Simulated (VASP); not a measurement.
# Bi (Im-3m) in VASP: a series of runs

Runs on Bi. Level: PBE. Tasks: single point, relaxation of cell and atoms.

Program: VASP 6.6.1. These are calculated values, not measurements. Logs are shortened: lines on timing, memory, paths and dates and some standing lists are left out, and cuts for length are marked.

### Step 1. The cell of the first run

The structure is cubic, space group Im-3m (No. 229). The conventional cell has a = 3.963 Å, b = 3.963 Å, c = 3.963 Å, α = 90.00°, β = 90.00°, γ = 90.00°. Bi (site symmetry m-3m) has 14 Bi at 3.43 to 3.96 Å within 4.5 Å.

### Step 2. Single point, PBE

The input, INCAR:

```
  PREC = Accurate
  ENCUT = 520
  EDIFF = 1E-7
  ISMEAR = 0
  SIGMA = 0.1
  LREAL = F
  LASPH = T
  NELM = 100
  ALGO = Normal
  ISIF = 2
  LWAVE = F
  LCHARG = F
  GGA = PE
  NBANDS = 14
```

The input, KPOINTS:

```
Automatic mesh
0
Gamma
  6 6 6
```

The input, POSCAR:

```
Bi
1.0
   -1.9814305318      1.9814305318      1.9814305318
    1.9814305318     -1.9814305318      1.9814305318
    1.9814305318      1.9814305318     -1.9814305318
Bi
1
Direct
    0.0000000000      0.0000000000      0.0000000000
```

Potentials or basis: VASP PAW PBE potentials, release 64 (Bi_d).

Launch:

```sh
> cat potpaw_PBE.64/Bi_d/POTCAR > POTCAR
> mpirun -np 1 vasp_std > vasp.out
```

OUTCAR:

```text
PREC = Accurate
   ENCUT = 520
   EDIFF = 1E-7
   ISMEAR = 0
   LREAL = F
   LASPH = T
   NELM = 100
   ISIF = 2
   GGA = PE

 ion  position               nearest neighbor table
   1  0.000  0.000  0.000-

  LATTYP: Found a body centered cubic cell.
 ALAT       =     3.9628610636

  Lattice vectors:

 A1 = (  -1.9814305318,   1.9814305318,   1.9814305318)
 A2 = (   1.9814305318,  -1.9814305318,   1.9814305318)
 A3 = (   1.9814305318,   1.9814305318,  -1.9814305318)

Analysis of symmetry for initial positions (statically):
=====================================================================
 Subroutine PRICEL returns:
 Original cell was already a primitive cell.

 Routine SETGRP: Setting up the symmetry group for a
 body centered cubic supercell.

 Subroutine GETGRP returns: Found 48 space group operations
 (whereof 48 operations were pure point group operations)
 out of a pool of 48 trial point group operations.

The static configuration has the point symmetry O_h .

Analysis of symmetry for dynamics (positions and initial velocities):
=====================================================================
 Subroutine PRICEL returns:
 Original cell was already a primitive cell.

 Routine SETGRP: Setting up the symmetry group for a
 body centered cubic supercell.

 Subroutine GETGRP returns: Found 48 space group operations
 (whereof 48 operations were pure point group operations)
 out of a pool of 48 trial point group operations.

The dynamic configuration has the point symmetry O_h .

 Subroutine INISYM returns: Found 48 space group operations
 (whereof 48 operations are pure point group operations),
 and found     1 'primitive' translations

----------------------------------------------------------------------------------------

                                     Primitive cell

  volume of cell :      31.1169

  direct lattice vectors                    reciprocal lattice vectors
    -1.981430532  1.981430532  1.981430532     0.000000000  0.252342937  0.252342937
     1.981430532 -1.981430532  1.981430532     0.252342937  0.000000000  0.252342937
     1.981430532  1.981430532 -1.981430532     0.252342937  0.252342937  0.000000000

  length of vectors
     3.431938353  3.431938353  3.431938353     0.356866804  0.356866804  0.356866804

  position of ions in fractional coordinates (direct lattice)
     0.000000000  0.000000000  0.000000000

  ion indices of the primitive-cell ions
   primitive index   ion index
                 1           1

----------------------------------------------------------------------------------------

 KPOINTS: Automatic mesh

Automatic generation of k-mesh.
 Grid dimensions read from file:
 generate k-points for:    6    6    6

 Generating k-lattice:

  Cartesian coordinates                     Fractional coordinates (reciprocal lattice)
     0.000000000  0.042057156  0.042057156     0.166666667  0.000000000  0.000000000
     0.042057156  0.000000000  0.042057156     0.000000000  0.166666667  0.000000000
     0.042057156  0.042057156  0.000000000     0.000000000  0.000000000  0.166666667

  Length of vectors
     0.059477801  0.059477801  0.059477801

  Shift w.r.t. Gamma in fractional coordinates (k-lattice)
     0.000000000  0.000000000  0.000000000

 Subroutine IBZKPT returns following result:
 ===========================================

 Found     16 irreducible k-points:

 Following reciprocal coordinates:
            Coordinates               Weight
  0.000000  0.000000  0.000000      1.000000
  0.166667  0.000000  0.000000     12.000000
  0.333333  0.000000  0.000000     12.000000
  0.500000  0.000000  0.000000      6.000000
  0.166667  0.166667  0.000000     24.000000
  0.333333  0.166667 -0.000000     48.000000
[... 8 lines left out ...]
  0.500000  0.500000  0.333333     12.000000
  0.500000  0.500000  0.500000      1.000000
   k-points           NKPTS =     16   k-points in BZ     NKDIM =     16   number of bands    NBANDS=     14
   number of dos      NEDOS =    301   number of ions     NIONS =      1
   total plane-waves  NPLWV =  21952
   dimension x,y,z NGX =    28 NGY =   28 NGZ =   28
   dimension x,y,z NGXF=    56 NGYF=   56 NGZF=   56
   ions per type =               1
   NGX,Y,Z   is equivalent  to a cutoff of  13.56, 13.56, 13.56 a.u.
   NGXF,Y,Z  is equivalent  to a cutoff of  27.13, 27.13, 27.13 a.u.
 SYSTEM =  unknown system
   PREC   = accura    normal or accurate (medium, high low for compatibility)
   ISTART =      0    job   : 0-new  1-cont  2-samecut
   ICHARG =      2    charge: 1-file 2-atom 10-const
   ISPIN  =      1    spin polarized calculation?
   LNONCOLLINEAR =      F non collinear calculations
   LSORBIT =      F    spin-orbit coupling
   LASPH  =      T    aspherical Exc in radial PAW
   ENCUT  =  520.0 eV  38.22 Ry    6.18 a.u.   6.38  6.38  6.38*2*pi/ulx,y,z
   NELM   =    100;   NELMIN=  2; NELMDL= -5     # of ELM steps
   EDIFF  = 0.1E-06   stopping-criterion for ELM
   LREAL  =      F    real-space projection
   EDIFFG = 0.1E-05   stopping-criterion for IOM
   NSW    =      0    number of steps for IOM
   IBRION =     -1    ionic relax: 0-MD 1-quasi-New 2-CG
   NFREE  =      0    steps in history (QN), initial steepest desc. (CG)
   ISIF   =      2    stress and relaxation
   ISYM   =      2    0-nonsym 1-usesym 2-fastsym
   POTIM  = 0.5000    time-step for ionic-motion
   TEBEG  =    0.0;   TEEND  =   0.0 temperature during run
   PSTRESS=    0.0 pullay stress
   NELECT =      15.0000    total number of electrons
   NUPDOWN=      -1.0000    fix difference up-down
   EMIN   =  10.00;   EMAX   =-10.00  energy-range for DOS
   EFERMI =   0.00;   METHOD = LEGACY
   ISMEAR =     0;   SIGMA  =   0.10  broadening in eV -4-tet -1-fermi 0-gaus
   EFERMI_NEDOS =   21; number of points for ismear=-14 and -15
   IALGO  =     38    algorithm
   IMIX   =      4    mixing-type and parameters
     AMIX     =   0.40;   BMIX     =  1.00
     AMIX_MAG =   1.60;   BMIX_MAG =  1.00
  volume/ion in A,a.u.               =      31.12       209.99
  Fermi-wavevector in a.u.,A,eV,Ry     =   1.283630  2.425708 22.418388  1.647705
  Thomas-Fermi vector in A             =   2.415871
   LORBIT       =      0    0 simple, 1 ext, 2 COOP (PROOUT), +10 PAW based schemes
   GGA     = PE    functional components
   LHFCALC =     F    Hartree Fock is set to
   AEXX    =    0.0000 exact exchange contribution
   IVDW    =     0    specifies the selected vdW correction
   LEPSILON=     F    determine dielectric tensor
   LRPA    =     F    only Hartree local field effects (RPA)
 non-spin polarized calculation
 Gauss-broadening in eV      SIGMA  =   0.10
  energy-cutoff  :      520.00
  volume of cell :       31.12
 maximum number of plane-waves:       887
 NGX is ok and might be reduce to    28
   NGX = 13   NGY = 13   NGZ = 13

 number of electron      14.9999994 magnetization

 Free energy of the ion-electron system (eV)
  ---------------------------------------------------
  ext. energy  EPLUGINS =         0.00000000
  ---------------------------------------------------
  free energy    TOTEN  =        -3.73777834 eV

  energy without entropy =       -3.72530717  energy(sigma->0) =       -3.73154276

 E-fermi :   7.6032     XC(G=0): -10.2913

 val. band max:        7.5621001169   @ k =   0.3333   0.1667   0.1667
 cond. band min:       8.0517279376   @ k =   0.1667   0.1667   0.1667
 fundamental gap:      0.4896278207
 Fermi energy:         7.6032319448

 k-point     1 :       0.0000    0.0000    0.0000
  band No.  band energies     occupation
      1     -15.1136      2.00000
      2     -15.1136      2.00000
      3     -15.1136      2.00000
      4     -14.9853      2.00000
      5     -14.9853      2.00000
      6      -5.5992      2.00000
      7      13.0415      0.00000
      8      13.0415      0.00000
      9      13.0415      0.00000
     10      17.0518      0.00000
     11      18.3964      0.00000
     12      18.3964      0.00000
     13      18.3964      0.00000
     14      19.6002      0.00000

 k-point     2 :       0.1667    0.0000    0.0000
  band No.  band energies     occupation
      1     -15.1234      2.00000
      2     -15.0977      2.00000
      3     -15.0617      2.00000
      4     -14.9958      2.00000
      5     -14.9871      2.00000
      6      -5.0974      2.00000
      7       9.4728      0.00000
      8      11.8029      0.00000
      9      12.6058      0.00000
     10      15.9327      0.00000
     11      16.9560      0.00000
     12      18.1277      0.00000
     13      19.3461      0.00000
     14      21.4823      0.00000

 k-point     3 :       0.3333    0.0000    0.0000
  band No.  band energies     occupation
      1     -15.1432      2.00000
      2     -15.0842      2.00000
      3     -15.0008      2.00000
      4     -14.9909      2.00000
      5     -14.9559      2.00000
      6      -3.7152      2.00000
      7       5.0822      2.00000
      8      10.1441      0.00000
      9      11.7620      0.00000
     10      14.3734      0.00000
     11      15.8496      0.00000
     12      19.1267      0.00000
     13      20.6297      0.00000
     14      24.8976      0.00000
[... 188 lines left out ...]
 k-point    15 :       0.5000    0.5000    0.3333
  band No.  band energies     occupation
      1     -15.1027      2.00000
      2     -15.0921      2.00000
      3     -14.9806      2.00000
      4     -14.9515      2.00000
      5     -14.9166      2.00000
      6      -1.1544      2.00000
      7       4.9070      2.00000
      8       6.7244      2.00000
      9       7.2680      2.00000
     10      12.6352      0.00000
     11      13.5622      0.00000
     12      21.2546      0.00000
     13      21.6138      0.00000
     14      24.8608      0.00000

 k-point    16 :       0.5000    0.5000    0.5000
  band No.  band energies     occupation
      1     -15.1244      2.00000
      2     -15.1244      2.00000
      3     -14.9215      2.00000
      4     -14.9215      2.00000
      5     -14.9215      2.00000
      6      -0.4410      2.00000
      7       6.1177      2.00000
      8       6.1177      2.00000
      9       6.1177      2.00000
     10      11.4512      0.00000
     11      11.4512      0.00000
     12      23.2681      0.00000
     13      25.5441      0.00000
     14      25.5441      0.00000

------------------------ aborting loop because EDIFF is reached ----------------------------------------

  FORCE on cell =-STRESS in cart. coord.  units (eV):
  Direction    XX          YY          ZZ          XY          YZ          ZX
  --------------------------------------------------------------------------------------
  -------------------------------------------------------------------------------------
  Total        0.1942990      0.1942990      0.1942990     -0.0000000      0.0000000     -0.0000000
  in kB       10.0042529     10.0042529     10.0042529     -0.0000000      0.0000000     -0.0000000
  external PRESSURE =      10.0042529 kB  Pullay stress =       0.0000000 kB

 VOLUME and BASIS-vectors are now :
 -----------------------------------------------------------------------------
  energy-cutoff  :      520.00
  volume of cell :       31.12
      direct lattice vectors                 reciprocal lattice vectors
    -1.981430532  1.981430532  1.981430532     0.000000000  0.252342937  0.252342937
     1.981430532 -1.981430532  1.981430532     0.252342937  0.000000000  0.252342937
     1.981430532  1.981430532 -1.981430532     0.252342937  0.252342937  0.000000000

 POSITION                                       TOTAL-FORCE (eV/Angst)
 -----------------------------------------------------------------------------------
      0.00000      0.00000      0.00000        -0.000000      0.000000     -0.000000
 -----------------------------------------------------------------------------------
    total drift:                               -0.000000     -0.000000     -0.000000

  FREE ENERGIE OF THE ION-ELECTRON SYSTEM (eV)
  ---------------------------------------------------
  free  energy   TOTEN  =        -3.7377783418 eV

  energy  without entropy=       -3.7253071721  energy(sigma->0) =       -3.73154276
```

It took 8.9 s on 1 thread of Intel Xeon Platinum 8488C (Sapphire Rapids), shared host; peak memory 0.15 GiB.

Results:

```yaml
Free_energy: -3.7378 eV
Pressure: 1.0 GPa
```

Levels at points of the mesh, in eV from the Fermi level:
| k point | band 5 | band 6 | band 7 | band 8 | band 9 | band 10 |
| --- | --- | --- | --- | --- | --- | --- |
| (0.00, 0.00, 0.00) | -22.59 | -13.20 | 5.44 | 5.44 | 5.44 | 9.45 |
| (0.50, 0.00, 0.00) | -22.51 | -10.15 | -4.75 | 1.89 | 3.78 | 6.29 |
| (0.50, 0.50, 0.50) | -22.52 | -8.04 | -1.49 | -1.49 | -1.49 | 3.85 |

Caveat: the k points lie up to 0.37 Å⁻¹ apart; spin-orbit coupling is left out, which moves the levels of the heavy elements.

### Step 3. Single point, PBE

This run uses another cell than the first one, of 31.63 Å³/atom, 1.016 times its volume.

The input, INCAR:

```
PREC = Accurate ; ENCUT = 520
EDIFF = 1E-6 ; ISMEAR = 0
SIGMA = 0.1 ; LREAL = False
LASPH = True ; NELM = 100
ALGO = Normal ; ISIF = 2
LWAVE = False ; LCHARG = True
GGA = PE ; LELF = True
LVHAR = True ; NBANDS = 14
```

The input, KPOINTS:

```
regular mesh
0
Gamma
  20 20 20
```

The input, POSCAR:

```
Bi
1.0
   -1.9922079089      1.9922079089      1.9922079089
    1.9922079089     -1.9922079089      1.9922079089
    1.9922079089      1.9922079089     -1.9922079089
Bi
1
Direct
    0.0000000000      0.0000000000      0.0000000000
```

Potentials or basis: VASP PAW PBE potentials, release 64 (Bi_d).

Launch:

```sh
> cat potpaw_PBE.64/Bi_d/POTCAR > POTCAR
> mpirun -np 1 vasp_std > vasp.out
```

Run time: 73 s. Hardware: 1 thread of Intel Xeon Platinum 8488C (Sapphire Rapids), shared host; peak memory 0.23 GiB.

Results (log left out):

| Property | Result |
| --- | --- |
| Free energy | -3.7604 eV |
| Pressure | -0.1 GPa |

Levels at points of the mesh, in eV from the Fermi level:
```csv
k point,band 5,band 6,band 7,band 8,band 9,band 10
"(0.00, 0.00, 0.00)",-22.87,-13.37,5.04,5.04,5.04,8.96
"(0.50, 0.00, 0.00)",-22.79,-10.42,-4.94,1.58,3.45,5.95
"(0.50, 0.50, 0.50)",-22.81,-8.38,-1.73,-1.73,-1.73,3.58
```

Caveat: spin-orbit coupling is left out, which moves the levels of the heavy elements.

[end of part 1 of 2]
